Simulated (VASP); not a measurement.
Wanted: the native input for a VASP 6.6.1 run.

| Property | Result |
| --- | --- |
| Task | single point |
| Functional | PBEsol |
| Potentials or basis | VASP PAW PBE potentials, release 64 (Au) |
| Cutoff | 520 eV |
| k mesh | 12 × 12 × 4 |
| Occupations | gaussian, width 0.1 eV |
| Spin | no spin polarisation |
| Dipole correction | no |
| Further INCAR settings | ALGO = Normal; EDIFF = 1e-07; NBANDS = 18 |

The structure of Au lies in POSCAR:

```
Au
1.0
    2.8739572558      0.0000000000      0.0000000000
   -1.4369786279      2.4889199929      0.0000000000
    0.0000000000      0.0000000000      4.7624678114
Au
2
Direct
    0.3333333333      0.6666666667      0.2500000000
    0.6666666667      0.3333333333      0.7500000000
```

These files were run (other wordings do the same):

INCAR

```
SYSTEM = Au
  PREC = Accurate
  ENCUT = 520
  EDIFF = 1E-7
  ISMEAR = 0
  SIGMA = 0.1
  LREAL = .False.
  LASPH = .True.
  NELM = 80
  ALGO = Normal
  ISIF = 2
  LWAVE = .False.
  LCHARG = .False.
  GGA = PS
  NBANDS = 18
```

KPOINTS

```
Automatic mesh
0
Gamma
  12 12 4
  0 0 0
```

Potentials or basis: VASP PAW PBE potentials, release 64 (Au).

The run is started by

```bash
$ cat potpaw_PBE.64/Au/POTCAR > POTCAR
$ mpirun -np 1 vasp_std > vasp.out
```

Results of the run:

The pressure is -0.4 GPa. The band gap on the k mesh is zero (band 11 reaches 13.54 eV, above the bottom of band 12 at 6.64 eV).

Caveat: the PAW data sets were made with another functional, which shifts forces and pressure a little; spin-orbit coupling is left out, which moves the levels of the heavy elements.

It took 15 s on 1 thread of Intel(R) Xeon(R) Platinum 8488C (Sapphire Rapids), on a shared host, peak memory 0.17 GiB.
